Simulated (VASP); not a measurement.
# Pt (Im-3m) in VASP: further runs, part 2 of 2

VASP 6.6.1. The steps go on from the part before.

### Step 3. Single point, LDA

The input, INCAR:

```
PREC = Accurate ; ENCUT = 570
EDIFF = 1E-6 ; ISMEAR = -1
SIGMA = 0.1 ; LREAL = F
LASPH = T ; NELM = 120
ALGO = Normal ; ISIF = 2
LWAVE = F ; LCHARG = F
GGA = CA ; NBANDS = 15
GGA_COMPAT = F
```

The input, KPOINTS:

```
regular mesh
0
Gamma
  10 10 10
```

The input, POSCAR:

```
Pt
1.0
   -1.5842200000      1.5842200000      1.5842200000
    1.5842200000     -1.5842200000      1.5842200000
    1.5842200000      1.5842200000     -1.5842200000
Pt
1
Direct
    0.0000000000      0.0000000000      0.0000000000
```

Potentials or basis: VASP PAW LDA potentials, release 64 (Pt_sv_GW).

Started as:

```console
> cat potpaw_LDA.64/Pt_sv_GW/POTCAR > POTCAR
> mpirun -np 1 vasp_std > vasp.out
```

OUTCAR:

```text
PREC = Accurate
   ENCUT = 570
   EDIFF = 1E-6
   ISMEAR = -1
   LREAL = F
   LASPH = T
   NELM = 120
   ISIF = 2
   GGA = CA

 ion  position               nearest neighbor table
   1  0.000  0.000  0.000-

  LATTYP: Found a body centered cubic cell.
 ALAT       =     3.1684400000

  Lattice vectors:

 A1 = (  -1.5842200000,   1.5842200000,   1.5842200000)
 A2 = (   1.5842200000,  -1.5842200000,   1.5842200000)
 A3 = (   1.5842200000,   1.5842200000,  -1.5842200000)

[... 609 lines left out ...]
     15      32.3537      0.00000

 [... further k-points ...]

------------------------ aborting loop because EDIFF is reached ----------------------------------------

  FORCE on cell =-STRESS in cart. coord.  units (eV):
  Direction    XX          YY          ZZ          XY          YZ          ZX
  --------------------------------------------------------------------------------------
  -------------------------------------------------------------------------------------
  Total       -1.5947030     -1.5947030     -1.5947030     -0.0000000     -0.0000000     -0.0000000
  in kB     -160.6511873   -160.6511873   -160.6511873     -0.0000000     -0.0000000     -0.0000000
  external PRESSURE =    -160.6511873 kB  Pullay stress =       0.0000000 kB

 VOLUME and BASIS-vectors are now :
 -----------------------------------------------------------------------------
  energy-cutoff  :      570.00
  volume of cell :       15.90
      direct lattice vectors                 reciprocal lattice vectors
    -1.584220000  1.584220000  1.584220000     0.000000000  0.315612731  0.315612731
     1.584220000 -1.584220000  1.584220000     0.315612731  0.000000000  0.315612731
     1.584220000  1.584220000 -1.584220000     0.315612731  0.315612731  0.000000000

 POSITION                                       TOTAL-FORCE (eV/Angst)
 -----------------------------------------------------------------------------------
      0.00000      0.00000      0.00000         0.000000      0.000000      0.000000
 -----------------------------------------------------------------------------------
    total drift:                                0.000000      0.000000     -0.000000

  FREE ENERGIE OF THE ION-ELECTRON SYSTEM (eV)
  ---------------------------------------------------
  free  energy   TOTEN  =        -7.1831784013 eV

  energy  without entropy=       -7.1532724998  energy(sigma->0) =       -7.16822545
```

OSZICAR:

```text
N       E                     dE             d eps       ncg     rms          rms(c)
DAV:   1     0.150916076813E+03    0.15092E+03   -0.13187E+04  1442   0.138E+03
DAV:   2    -0.553315026416E+01   -0.15645E+03   -0.14947E+03  1725   0.457E+02
DAV:   3    -0.841471913584E+01   -0.28816E+01   -0.28742E+01  1592   0.585E+01
DAV:   4    -0.842090875996E+01   -0.61896E-02   -0.61893E-02  1795   0.326E+00
DAV:   5    -0.842093130185E+01   -0.22542E-04   -0.22542E-04  1571   0.174E-01    0.660E+01
DAV:   6    -0.723253763052E+01    0.11884E+01   -0.18720E+00  1480   0.148E+01    0.326E+01
DAV:   7    -0.719257436223E+01    0.39963E-01   -0.23564E-01  1725   0.434E+00    0.900E+00
DAV:   8    -0.718325377045E+01    0.93206E-02   -0.36055E-02  1487   0.246E+00    0.681E-01
DAV:   9    -0.718322298410E+01    0.30786E-04   -0.67991E-04  1592   0.332E-01    0.239E-01
DAV:  10    -0.718317918310E+01    0.43801E-04   -0.59483E-05  1746   0.111E-01    0.144E-01
DAV:  11    -0.718317840130E+01    0.78180E-06   -0.13072E-06  1083   0.146E-02
   1 F= -.71831784E+01 E0= -.71682255E+01  d E =-.299059E-01
```

It took 5.3 s on 1 thread of Intel Xeon Platinum 8559C (Emerald Rapids), shared host; peak memory 0.14 GiB.

Results:

```
Free energy            : -7.1832 eV
Pressure               : -16.1 GPa
Band gap on the k mesh : zero (bands 9 and 10 overlap by 2.06 eV)
```

Levels at points of the mesh, in eV from the Fermi level:
```tsv
k point	band 5	band 6	band 7	band 8	band 9	band 10	band 11	band 12	band 13	band 14
(0.00, 0.00, 0.00)	-9.51	-3.55	-3.55	-3.55	-1.05	-1.05	17.00	17.00	17.00	27.03
(0.50, 0.00, 0.00)	-6.59	-4.95	-1.24	-0.73	0.21	0.93	6.15	13.18	15.66	23.79
(0.50, 0.50, 0.50)	-6.07	-6.07	0.42	0.42	0.42	7.56	7.56	7.56	12.59	18.93
```

Caveat: the cell stands under tension; spin-orbit coupling is left out, which moves the levels of the heavy elements.

### Step 4. Relaxation of cell and atoms, BLYP

The input, INCAR:

```
SYSTEM = Pt
PREC = Accurate ; ENCUT = 570
EDIFF = 1E-7 ; ISMEAR = -1
SIGMA = 0.05 ; LREAL = .False.
LASPH = .True. ; NELM = 120
ALGO = Normal ; ISIF = 3
LWAVE = .False. ; LCHARG = .False.
GGA = B5 ; ALDAX = 1.0
AGGAX = 1.0 ; AGGAC = 1.0
ALDAC = 0.0 ; IBRION = 2
NSW = 60 ; EDIFFG = -0.01
GGA_COMPAT = .False. ; NELMIN = 4
```

The input, KPOINTS:

```
Automatic mesh
0
Gamma
  12 12 12
  0 0 0
```

POSCAR is that of step 3.

Potentials or basis: VASP PAW PBE potentials, release 64 (Pt_sv_GW).

Started as:

```console
> cat potpaw_PBE.64/Pt_sv_GW/POTCAR > POTCAR
> mpirun -np 1 vasp_std > vasp.out
```

Run time: 69 s. Hardware: 1 thread of AMD EPYC 9R45 (Zen 5), shared host; peak memory 0.13 GiB.

Results (log left out):

* Free energy: -4.9912 eV
* Relaxed volume: 16.74 Å³/atom
* Relaxed cell: a = 2.791 Å, b = 2.791 Å, c = 2.791 Å, α = 109.47°, β = 109.47°, γ = 109.47°
* Space group after relaxing (to 0.1 Å): Im-3m (No. 229)
* Energy gained by relaxing: 30.1 meV/atom
* Ionic steps: 4
* Pressure after relaxing: 0.0 GPa
* Band gap on the k mesh: zero (bands 9 and 10 overlap by 1.95 eV)

Step by step:
```tsv
step	energy change (eV)	largest force (eV/Å)	pressure (GPa)	volume (Å³)
1	0.0000	0.0000	12.12	15.90
2	0.1008	0.0000	-17.56	18.84
3	-0.0300	0.0000	-0.45	16.78
4	-0.0301	0.0000	-0.03	16.74
```

Final structure:
```yaml
crystal:
  lattice:
    - [-1.61164, 1.61164, 1.61164]
    - [1.61164, -1.61164, 1.61164]
    - [1.61164, 1.61164, -1.61164]
  atoms:
    - { symbol: Pt, position: [0.00000, 0.00000, 0.00000] }
```

Levels at points of the mesh, in eV from the Fermi level:
```tsv
k point	band 5	band 6	band 7	band 8	band 9	band 10	band 11	band 12	band 13
(0.00, 0.00, 0.00)	-8.70	-3.15	-3.15	-3.15	-0.88	-0.88	17.40	17.40	17.40
(0.50, 0.00, 0.00)	-5.92	-4.43	-1.06	-0.61	0.79	0.97	5.88	13.55	15.48
(0.50, 0.50, 0.50)	-5.43	-5.43	0.50	0.50	0.50	7.79	7.79	7.79	11.93
```

Caveat: the PAW data sets were made with another functional, which shifts forces and pressure a little; spin-orbit coupling is left out, which moves the levels of the heavy elements.

### Step 5. Single point, LDA

This run uses another cell than the first one, of 14.91 Å³/atom.

The input, INCAR:

```
SYSTEM = Pt
  PREC = Accurate
  ENCUT = 570
  EDIFF = 1E-6
  ISMEAR = -1
  SIGMA = 0.05
  LREAL = .False.
  LASPH = .True.
  NELM = 120
  ALGO = Normal
  ISIF = 2
  LWAVE = .False.
  LCHARG = .False.
  GGA = CA
  NBANDS = 15
  GGA_COMPAT = .False.
```

The input, KPOINTS:

```
regular mesh
0
Gamma
  12 12 12
  0 0 0
```

The input, POSCAR:

```
Pt
1.0
   -1.5504660485      1.5504660485      1.5504660485
    1.5504660485     -1.5504660485      1.5504660485
    1.5504660485      1.5504660485     -1.5504660485
Pt
1
Direct
    0.0000000000      0.0000000000      0.0000000000
```

Potentials or basis: VASP PAW LDA potentials, release 64 (Pt_sv_GW).

Started as:

```console
> cat potpaw_LDA.64/Pt_sv_GW/POTCAR > POTCAR
> mpirun -np 1 vasp_std > vasp.out
```

Wall time 9.9 s (1 thread of AMD EPYC 9R45 (Zen 5), shared host); peak memory 0.12 GiB.

The run converged. Its results:

- Free energy: -7.2292 eV
- Pressure: -0.3 GPa
- Band gap on the k mesh: zero (bands 9 and 10 overlap by 2.38 eV)

Levels at points of the mesh, in eV from the Fermi level:
```tsv
k point	band 7	band 8	band 9	band 10	band 11	band 12
(0.00, 0.00, 0.00)	-3.74	-3.74	-0.99	-0.99	17.16	17.16
(0.50, 0.00, 0.00)	-1.19	-0.62	0.20	1.25	6.90	13.37
(0.50, 0.50, 0.50)	0.67	0.67	0.67	7.91	7.91	7.91
```

Caveat: spin-orbit coupling is left out, which moves the levels of the heavy elements.

### Step 6. Summary

```tsv
task	level	potentials or basis	cell	k mesh	smearing	gap on the mesh (eV)	pressure (GPa)
single point	LDA	VASP PAW LDA potentials, release 64 (Pt_sv_GW)	a = 2.744 Å, angles 109.5°, 1 atom	10 × 10 × 10	fermi-dirac 0.1 eV	none	-16.1
relaxation of cell and atoms	BLYP	VASP PAW PBE potentials, release 64 (Pt_sv_GW)	relaxed from a = 2.744 Å, angles 109.5°, 1 atom	12 × 12 × 12	fermi-dirac 0.05 eV	none	0.0
single point	LDA	VASP PAW LDA potentials, release 64 (Pt_sv_GW)	a = 2.685 Å, angles 109.5°, 1 atom	12 × 12 × 12	fermi-dirac 0.05 eV	none	-0.3
```

Alike in all rows: no spin polarisation; cutoff (eV) 570.

Caveats: spin-orbit coupling is left out, which moves the levels of the heavy elements; the cell stands under tension (at least some runs); the PAW data sets were made with another functional, which shifts forces and pressure a little (at least some runs).

Absolute energies hang on the potentials; compare differences alone.
